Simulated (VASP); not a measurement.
TlCl, 14 atoms in the cell. The cell holds a slab with vacuum, 14 atoms: a = 5.331 Å, b = 6.529 Å, c = 31.233 Å, α = 90.00°, β = 90.00°, γ = 90.00°. 

```yaml
Program: VASP 6.6.1
Task: single point
Functional: PBEsol
Potentials_or_basis: VASP PAW PBE potentials, release 64 (Tl_d, Cl)
Cutoff: 400 eV
k_mesh: 5 × 4 × 1
Occupations: gaussian, width 0.05 eV
Spin: no spin polarisation
Dipole_correction: yes
Further_INCAR_settings: ALGO = Normal; EDIFF = 1e-06; NBANDS = 83; NELMDL = -8
```

Potentials or basis: VASP PAW PBE potentials, release 64 (Tl_d, Cl).

The run is started by

```sh
$ cat potpaw_PBE.64/Tl_d/POTCAR potpaw_PBE.64/Cl/POTCAR > POTCAR
$ mpirun -np 1 vasp_std > vasp.out
```

Hardware: 1 thread of Intel Xeon 8259CL, on a shared host.

Problem. How long does it take, and how much memory?

Solution. It took 36 min on 1 thread of Intel Xeon 8259CL, with other jobs on the host, peak memory 0.92 GiB. Counts: scf iterations 28, k points 9.
